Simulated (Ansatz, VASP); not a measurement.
**Nb in VASP and in Ansatz**

```xyz
4
Lattice="4.2028 0.0000 0.0000 0.0000 4.2028 0.0000 0.0000 0.0000 4.2028" Properties=species:S:1:pos:R:3 pbc="T T T"
Nb    0.0001    0.0001    0.0001
Nb    2.1013    4.2027    2.1016
Nb    2.1016    2.1013    4.2027
Nb    4.2027    2.1016    2.1013
```

Alike in both runs: functional PBE; k mesh 4 × 4 × 4; occupations gaussian, width 0.1 eV; no spin polarisation.

Ansatz relaxed the structure, and its values are those at the end. VASP's run is a single point on that final structure, the one shown.

|  | VASP | Ansatz |
| --- | --- | --- |
| version | VASP 6.6.1 | Ansatz 0.2.0 |
| potentials or method | VASP PAW PBE potentials, release 64 (Nb_sv), cutoff 520 eV | scalar-relativistic, plane waves, PAW |
| valence electrons in the cell | 52 | 52 |

VASP gave:

* gap on the k mesh at the Fermi level (eV): none
* pressure (GPa): -0.3

Question: Which values does Ansatz return?

Answer: gap on the k mesh at the Fermi level (eV): none; pressure (GPa): 0.0.

A gap of «none» marks a metal or a gap that the smearing closes. The functional is the same, so the differences come from potentials, cutoffs and numerics.

The k mesh is coarse, so the values compare programs but aren't converged.
